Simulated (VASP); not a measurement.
Write the native input for VASP 6.6.1 that does the following.

```yaml
Task: electric field gradients
Functional: LDA
Potentials_or_basis: VASP PAW LDA potentials, release 64 (Y_sv)
Cutoff: 520 eV
k_mesh: 12 × 12 × 7
Occupations: fermi-dirac, width 0.08 eV
Spin: no spin polarisation
Dipole_correction: no
Further_INCAR_settings: ALGO = Normal; EDIFF = 1e-08; NBANDS = 18
```

The structure of Y lies in POSCAR:

```
Y
1.0
    3.6392867738      0.0000000000      0.0000000000
   -1.8196433869      3.1517147978      0.0000000000
    0.0000000000      0.0000000000      5.7281777828
Y
2
Direct
    0.3333333333      0.6666666667      0.2500000000
    0.6666666667      0.3333333333      0.7500000000
```

This cell differs from its parent crystal: volume scaled by 0.99.

The input as run:

INCAR

```
SYSTEM = Y
PREC     = Accurate       ! precision mode
ENCUT    = 520            ! plane-wave cutoff, eV
EDIFF    = 1E-8           ! SCF threshold, eV
ISMEAR   = -1             ! smearing method
SIGMA    = 0.08           ! smearing width, eV
LREAL    = .False.        ! projectors in reciprocal space
LASPH    = .True.         ! aspherical terms in the spheres
NELM     = 80             ! most SCF steps
ALGO     = Normal         ! electronic algorithm
ISIF     = 2              ! what is computed and relaxed
LWAVE    = .False.        ! write WAVECAR
LCHARG   = .False.        ! write CHGCAR
GGA      = CA             ! functional
LEFG     = .True.       
NBANDS   = 18             ! bands
```

KPOINTS

```
Automatic mesh
0
Gamma
  12 12 7
  0 0 0
```

Potentials or basis: VASP PAW LDA potentials, release 64 (Y_sv).

Launch:

```console
$ cat potpaw_LDA.64/Y_sv/POTCAR > POTCAR
$ mpirun -np 1 vasp_std > vasp.out
```

Results of the run:

```json
{
 "Pressure": "-3.7 GPa",
 "Band gap on the k mesh": "zero (band 11 reaches 3.77 eV, above the bottom of band 12 at 2.42 eV)"
}
```

Caveat: without QUAD_EFG the Cq values of the log hold for a quadrupole moment of 1 mb, not for the nuclei.

It took 53 s on 1 thread of Intel(R) Xeon(R) Platinum 8488C (Sapphire Rapids), on a shared host, peak memory 0.22 GiB.
